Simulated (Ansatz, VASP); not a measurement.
# K2Ge: VASP beside Ansatz

```
CELL_PARAMETERS angstrom
-2.09880 2.09880 5.09151
2.09880 -2.09880 5.09151
2.09880 2.09880 -5.09151
ATOMIC_POSITIONS crystal
K 0.66515 0.66515 0.00000
K 0.33485 0.33485 0.00000
Ge 0.00000 0.00000 0.00000
```

Change from the starting cell: species swapped into the YAu2 type (I4/mmm, No. 139).

Alike in both runs: task relaxation of cell and atoms; functional PBE; k mesh 6 × 6 × 6; occupations gaussian, width 0.1 eV; no spin polarisation.

|  | VASP | Ansatz |
| --- | --- | --- |
| version | VASP 6.6.1 | Ansatz 0.2.0 |
| potentials or method | VASP PAW PBE potentials, release 64 (K_sv, Ge_d), cutoff 600 eV | scalar-relativistic, plane waves, PAW |
| valence electrons in the cell | 32 | 32 |

|  | VASP | Ansatz | Ansatz less VASP |
| --- | --- | --- | --- |
| gap on the k mesh at the Fermi level, each at its own relaxed structure (eV) | none | none | - |
| relaxed volume (Å³/atom) | 39.46 | 39.29 | -0.170 |
| relaxed cell length with the largest relative difference (Å) | 7.616 | 7.498 | -0.1179 |

A gap of «none» marks a metal or a gap that the smearing closes.

Noted on VASP's run: the volume moved by over 15 % at a fixed basis, so the end points are rough.
